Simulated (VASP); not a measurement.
# H2Se (P6/mmm) in VASP: a series of runs

The runs below take H2Se through relaxation of cell and atoms, single point, with PBE.

Everything below comes from runs of VASP 6.6.1. Logs are shortened: lines on timing, memory, paths and dates and some standing lists are left out, and cuts for length are marked.

## Step 1: The cell of the first run

The structure is hexagonal, space group P6/mmm (No. 191). The conventional cell has a = 2.662 Å, b = 2.662 Å, c = 6.239 Å, α = 90.00°, β = 90.00°, γ = 120.00°. H (site symmetry -6m2) has 3 H at 1.54 Å within 2.0 Å. Se (site symmetry 6/mmm) has 6 Se at 2.66 Å and 12 H at 3.48 Å within 3.5 Å.

## Step 2: Relaxation of cell and atoms, PBE

File INCAR:

```
SYSTEM = H2Se
PREC = Accurate
ENCUT = 600
EDIFF = 1E-7
ISMEAR = 0
SIGMA = 0.1
LREAL = .FALSE.
LASPH = .TRUE.
NELM = 60
ALGO = Normal
ISIF = 3
LWAVE = .FALSE.
LCHARG = .FALSE.
GGA = PE
IBRION = 2
NSW = 100
EDIFFG = -0.01
```

File KPOINTS:

```
regular mesh
0
G
  18 18 8
  0 0 0
```

File POSCAR:

```
H2Se
1.0
    2.6621592004      0.0000000000      0.0000000000
   -1.3310796002      2.3054974965      0.0000000000
    0.0000000000      0.0000000000      6.2391089139
H Se
2 1
Direct
    0.3333333333      0.6666666667      0.5000000000
    0.6666666667      0.3333333333      0.5000000000
    0.0000000000      0.0000000000      0.0000000000
```

Potentials or basis: VASP PAW PBE potentials, release 64 (H, Se).

Launch:

```
$ cat potpaw_PBE.64/H/POTCAR potpaw_PBE.64/Se/POTCAR > POTCAR
$ mpirun -np 1 vasp_std > vasp.out
```

OUTCAR:

```text
SYSTEM = H2Se
   PREC = Accurate
   ENCUT = 600
   EDIFF = 1E-7
   ISMEAR = 0
   LREAL = .FALSE.
   LASPH = .TRUE.
   NELM = 60
   ISIF = 3
   GGA = PE
   IBRION = 2
   NSW = 100
   EDIFFG = -0.01

 ion  position               nearest neighbor table
   1  0.333  0.667  0.500-
   2  0.667  0.333  0.500-
   3  0.000  0.000  0.000-

  LATTYP: Found a hexagonal cell.
 ALAT       =     2.6621592004
 C/A-ratio  =     2.3436272755

  Lattice vectors:

 A1 = (   2.6621592004,   0.0000000000,   0.0000000000)
 A2 = (  -1.3310796002,   2.3054974965,   0.0000000000)
 A3 = (   0.0000000000,   0.0000000000,   6.2391089139)

Analysis of symmetry for initial positions (statically):
=====================================================================
 Subroutine PRICEL returns:
 Original cell was already a primitive cell.

 Routine SETGRP: Setting up the symmetry group for a
 hexagonal supercell.

 Subroutine GETGRP returns: Found 24 space group operations
 (whereof 24 operations were pure point group operations)
 out of a pool of 24 trial point group operations.

The static configuration has the point symmetry D_6h.

Analysis of symmetry for dynamics (positions and initial velocities):
=====================================================================
 Subroutine PRICEL returns:
 Original cell was already a primitive cell.

 Routine SETGRP: Setting up the symmetry group for a
 hexagonal supercell.

 Subroutine GETGRP returns: Found 24 space group operations
 (whereof 24 operations were pure point group operations)
 out of a pool of 24 trial point group operations.

The dynamic configuration has the point symmetry D_6h.

 Subroutine INISYM returns: Found 24 space group operations
 (whereof 24 operations are pure point group operations),
 and found     1 'primitive' translations

----------------------------------------------------------------------------------------

                                     Primitive cell

  volume of cell :      38.2932

  direct lattice vectors                    reciprocal lattice vectors
     2.662159200  0.000000000  0.000000000     0.375634936  0.216872931  0.000000000
    -1.331079600  2.305497497  0.000000000     0.000000000  0.433745862  0.000000000
     0.000000000  0.000000000  6.239108914     0.000000000  0.000000000  0.160279299

  length of vectors
     2.662159200  2.662159200  6.239108914     0.433745862  0.433745862  0.160279299

  position of ions in fractional coordinates (direct lattice)
     0.333333333  0.666666667  0.500000000
     0.666666667  0.333333333  0.500000000
     0.000000000  0.000000000  0.000000000

  ion indices of the primitive-cell ions
   primitive index   ion index
                 1           1
                 2           2
                 3           3

----------------------------------------------------------------------------------------

 KPOINTS: regular mesh

Automatic generation of k-mesh.
 Grid dimensions read from file:
 generate k-points for:   18   18    8

 Generating k-lattice:

  Cartesian coordinates                     Fractional coordinates (reciprocal lattice)
     0.020868608  0.012048496  0.000000000     0.055555556  0.000000000  0.000000000
     0.000000000  0.024096992  0.000000000     0.000000000  0.055555556  0.000000000
     0.000000000  0.000000000  0.020034912     0.000000000  0.000000000  0.125000000

  Length of vectors
     0.024096992  0.024096992  0.020034912

  Shift w.r.t. Gamma in fractional coordinates (k-lattice)
     0.000000000  0.000000000  0.000000000

 Subroutine IBZKPT returns following result:
 ===========================================

 Found    185 irreducible k-points:

 Following reciprocal coordinates:
            Coordinates               Weight
  0.000000  0.000000  0.000000      1.000000
  0.055556 -0.000000  0.000000      6.000000
  0.111111 -0.000000  0.000000      6.000000
  0.166667  0.000000  0.000000      6.000000
  0.222222 -0.000000  0.000000      6.000000
  0.277778  0.000000  0.000000      6.000000
[... 16 lines left out ...]
  0.333333  0.111111  0.000000     12.000000
  0.388889  0.111111  0.000000     12.000000
 [... further k-points ...]
   k-points           NKPTS =    185   k-points in BZ     NKDIM =    185   number of bands    NBANDS=      8
   number of dos      NEDOS =    301   number of ions     NIONS =      3
   total plane-waves  NPLWV =  28800
   dimension x,y,z NGX =    24 NGY =   24 NGZ =   50
   dimension x,y,z NGXF=    48 NGYF=   48 NGZF=  100
   ions per type =               2   1
   NGX,Y,Z   is equivalent  to a cutoff of  14.99, 14.99, 13.32 a.u.
   NGXF,Y,Z  is equivalent  to a cutoff of  29.97, 29.97, 26.65 a.u.
 SYSTEM =  H2Se
   PREC   = accura    normal or accurate (medium, high low for compatibility)
   ISTART =      0    job   : 0-new  1-cont  2-samecut
   ICHARG =      2    charge: 1-file 2-atom 10-const
   ISPIN  =      1    spin polarized calculation?
   LNONCOLLINEAR =      F non collinear calculations
   LSORBIT =      F    spin-orbit coupling
   LASPH  =      T    aspherical Exc in radial PAW
   ENCUT  =  600.0 eV  44.10 Ry    6.64 a.u.   5.32  5.32 12.46*2*pi/ulx,y,z
   NELM   =     60;   NELMIN=  2; NELMDL= -5     # of ELM steps
   EDIFF  = 0.1E-06   stopping-criterion for ELM
   LREAL  =      F    real-space projection
   EDIFFG = -.1E-01   stopping-criterion for IOM
   NSW    =    100    number of steps for IOM
   IBRION =      2    ionic relax: 0-MD 1-quasi-New 2-CG
   NFREE  =      1    steps in history (QN), initial steepest desc. (CG)
   ISIF   =      3    stress and relaxation
   ISYM   =      2    0-nonsym 1-usesym 2-fastsym
   POTIM  = 0.5000    time-step for ionic-motion
   TEBEG  =    0.0;   TEEND  =   0.0 temperature during run
   PSTRESS=    0.0 pullay stress
   NELECT =       8.0000    total number of electrons
   NUPDOWN=      -1.0000    fix difference up-down
   EMIN   =  10.00;   EMAX   =-10.00  energy-range for DOS
   EFERMI =   0.00;   METHOD = LEGACY
   ISMEAR =     0;   SIGMA  =   0.10  broadening in eV -4-tet -1-fermi 0-gaus
   EFERMI_NEDOS =   21; number of points for ismear=-14 and -15
   IALGO  =     38    algorithm
   IMIX   =      4    mixing-type and parameters
     AMIX     =   0.40;   BMIX     =  1.00
     AMIX_MAG =   1.60;   BMIX_MAG =  1.00
  volume/ion in A,a.u.               =      12.76        86.14
  Fermi-wavevector in a.u.,A,eV,Ry     =   0.971399  1.835678 12.838681  0.943616
  Thomas-Fermi vector in A             =   2.101613
   LORBIT       =      0    0 simple, 1 ext, 2 COOP (PROOUT), +10 PAW based schemes
   GGA     = PE    functional components
   LHFCALC =     F    Hartree Fock is set to
   AEXX    =    0.0000 exact exchange contribution
   IVDW    =     0    specifies the selected vdW correction
   LEPSILON=     F    determine dielectric tensor
   LRPA    =     F    only Hartree local field effects (RPA)
 conjugate gradient relaxation of ions
 non-spin polarized calculation
 Gauss-broadening in eV      SIGMA  =   0.10
  energy-cutoff  :      600.00
  volume of cell :       38.29
 maximum number of plane-waves:      1321
 NGX is ok and might be reduce to    24
   NGX = 11   NGY = 11   NGZ = 25

--------------------------------------- Ionic step        1  -------------------------------------------

 number of electron       7.9999999 magnetization

 Free energy of the ion-electron system (eV)
  ---------------------------------------------------
  ext. energy  EPLUGINS =         0.00000000
  ---------------------------------------------------
  free energy    TOTEN  =        -7.50554591 eV

  energy without entropy =       -7.49999972  energy(sigma->0) =       -7.50277282

------------------------ aborting loop because EDIFF is reached ----------------------------------------

  FORCE on cell =-STRESS in cart. coord.  units (eV):
  Direction    XX          YY          ZZ          XY          YZ          ZX
  --------------------------------------------------------------------------------------
  -------------------------------------------------------------------------------------
  Total       -0.4644446     -0.4644446      0.2516534      0.0000000      0.0000000      0.0000000
  in kB      -19.4322579    -19.4322579     10.5291206      0.0000000      0.0000000      0.0000000
  external PRESSURE =      -9.4451317 kB  Pullay stress =       0.0000000 kB
[... 92 lines left out ...]
  FREE ENERGIE OF THE ION-ELECTRON SYSTEM (eV)
  ---------------------------------------------------
  free  energy   TOTEN  =        -7.5105183468 eV

  energy  without entropy=       -7.5039375817  energy(sigma->0) =       -7.50722796

[... ionic steps 4 to 7 ...]

--------------------------------------- Ionic step        8  -------------------------------------------

 number of electron       8.0000000 magnetization

------------------------ aborting loop because EDIFF is reached ----------------------------------------

  FORCE on cell =-STRESS in cart. coord.  units (eV):
  Direction    XX          YY          ZZ          XY          YZ          ZX
  --------------------------------------------------------------------------------------
  -------------------------------------------------------------------------------------
  Total       -0.0735818     -0.0735818      0.0108105      0.0000000      0.0000000      0.0000000
  in kB       -2.7901839     -2.7901839      0.4099292      0.0000000      0.0000000      0.0000000
  external PRESSURE =      -1.7234795 kB  Pullay stress =       0.0000000 kB
[... 59 lines left out ...]
  energy  without entropy=       -7.5112980675  energy(sigma->0) =       -7.51525085

--------------------------------------- Ionic step       10  -------------------------------------------

 number of electron       8.0000000 magnetization

 Free energy of the ion-electron system (eV)
  ---------------------------------------------------
  ext. energy  EPLUGINS =         0.00000000
  ---------------------------------------------------
  free energy    TOTEN  =        -7.52117774 eV

  energy without entropy =       -7.51402572  energy(sigma->0) =       -7.51760173

 E-fermi :   0.7223     XC(G=0):  -8.1935

 val. band max:        0.7162092195   @ k =   0.3333   0.2222   0.1250
 cond. band min:       0.7234551678   @ k =   0.2778   0.2778   0.0000
 fundamental gap:      0.0072459483
 Fermi energy:         0.7222970457

 k-point     1 :       0.0000    0.0000    0.0000
  band No.  band energies     occupation
      1     -16.1233      2.00000
      2      -6.3713      2.00000
      3      -4.0678      2.00000
      4       6.6376      0.00000
      5       6.6788      0.00000
      6       7.1338      0.00000
      7       7.1338      0.00000
      8      12.1768      0.00000
[... 243 lines left out ...]
 k-point    24 :       0.3889    0.1111    0.0000
  band No.  band energies     occupation
      1     -11.1398      2.00000
      2      -6.0781      2.00000
      3      -1.6123      2.00000
      4       0.2659      2.00000
      5       1.0973      0.00000
      6       2.5532      0.00000
      7       7.1156      0.00000
      8      11.2908      0.00000

 [... further k-points ...]

------------------------ aborting loop because EDIFF is reached ----------------------------------------

  FORCE on cell =-STRESS in cart. coord.  units (eV):
  Direction    XX          YY          ZZ          XY          YZ          ZX
  --------------------------------------------------------------------------------------
  -------------------------------------------------------------------------------------
  Total        0.0055560      0.0055560      0.0094971      0.0000000      0.0000000      0.0000000
  in kB        0.2109200      0.2109200      0.3605307      0.0000000      0.0000000      0.0000000
  external PRESSURE =       0.2607902 kB  Pullay stress =       0.0000000 kB
[... 18 lines left out ...]
  FREE ENERGIE OF THE ION-ELECTRON SYSTEM (eV)
  ---------------------------------------------------
  free  energy   TOTEN  =        -7.5211777407 eV

  energy  without entropy=       -7.5140257181  energy(sigma->0) =       -7.51760173

 reached required accuracy - stopping structural energy minimisation
```

It took 3.6 min on 1 thread of Intel Xeon Platinum 8488C (Sapphire Rapids), shared host; peak memory 0.24 GiB.

What came out:

- Free energy: -7.5212 eV
- Relaxed volume: 14.07 Å³/atom
- Relaxed cell: a = 2.641 Å, b = 2.641 Å, c = 6.985 Å, α = 90.00°, β = 90.00°, γ = 120.00°
- Space group after relaxing (to 0.1 Å): P6/mmm (No. 191)
- Energy gained by relaxing: 5.2 meV/atom
- Ionic steps: 10
- Pressure after relaxing: 0.0 GPa
- Band gap on the k mesh: zero (bands 4 and 5 overlap by 7.22 eV)

The path:
```
step  energy change (eV)  largest force (eV/Å)  pressure (GPa)  volume (Å³)
   1              0.0000                0.0000           -0.94        38.29
   2             -0.0048                0.0000            0.21        37.88
   3             -0.0050                0.0000            0.48        37.78
   4             -0.0059                0.0000            0.45        37.95
   5             -0.0084                0.0000            0.36        38.46
   6             -0.0120                0.0000            0.18        39.48
   7             -0.0152                0.0000           -0.09        41.54
   8             -0.0155                0.0000           -0.17        42.25
   9             -0.0137                0.0000            0.85        42.00
  10             -0.0156                0.0000            0.03        42.20
```

Final structure:
```xyz
3
Lattice="2.6414 0.0000 0.0000 -1.3207 2.2875 0.0000 0.0000 0.0000 6.9847" Properties=species:S:1:pos:R:3 pbc="T T T"
H     0.0000    1.5250    3.4924
H     1.3207    0.7625    3.4924
Se    1.3207    2.2875    0.0000
```

Caveat: this functional lacks dispersion, which binds the layers, so the pressure and a relaxed spacing across them are unreliable.

## Step 3: Single point, PBE

This run uses another cell than the first one, of 8.80 Å³/atom.

File INCAR:

```
SYSTEM = H2Se
PREC = Accurate
ENCUT = 520
EDIFF = 1E-6
ISMEAR = 0
SIGMA = 0.1
LREAL = .False.
LASPH = .True.
NELM = 80
ALGO = Normal
ISIF = 2
LWAVE = .False.
LCHARG = .False.
GGA = PE
NBANDS = 11
```

File KPOINTS:

```
regular mesh
0
Gamma
  18 18 18
  0 0 0
```

File POSCAR:

```
H2Se
1.0
    3.2722531528      0.0000000000      0.0000000000
   -1.6361265764      2.8338543579      0.0000000000
    0.0000000000      0.0000000000      2.8462145248
H Se
2 1
Direct
    0.3333333333      0.6666666667      0.5000000000
    0.6666666667      0.3333333333      0.5000000000
    0.0000000000      0.0000000000      0.0000000000
```

Potentials or basis: VASP PAW PBE potentials, release 64 (H, Se).

Launch:

```
$ cat potpaw_PBE.64/H/POTCAR potpaw_PBE.64/Se/POTCAR > POTCAR
$ mpirun -np 1 vasp_std > vasp.out
```

Run time: 35 s. Hardware: 1 thread of AMD EPYC 9R45 (Zen 5), shared host; peak memory 0.19 GiB.

The run converged. Its results:

| Property | Result |
| --- | --- |
| Free energy | -6.6326 eV |
| Pressure | -0.1 GPa |
| Band gap on the k mesh | zero (bands 4 and 5 overlap by 5.85 eV) |

Levels at points of the mesh, in eV from the Fermi level:
```
           k point  band 1  band 2  band 3  band 4  band 5  band 6  band 7  band 8  band 9
(0.00, 0.00, 0.00)  -16.37   -1.84   -0.11   -0.11    1.09    2.53    7.16    8.22    8.22
(0.50, 0.00, 0.00)  -14.08   -8.91   -1.91   -1.55    2.45    4.55    9.35   12.00   15.70
(0.00, 0.00, 0.50)  -13.47   -9.83    1.50    1.50    2.87    3.76    8.78   10.95   10.95
(0.50, 0.00, 0.50)  -11.77   -6.17   -4.59   -4.51    0.05    1.05    7.01    7.60   17.98
```
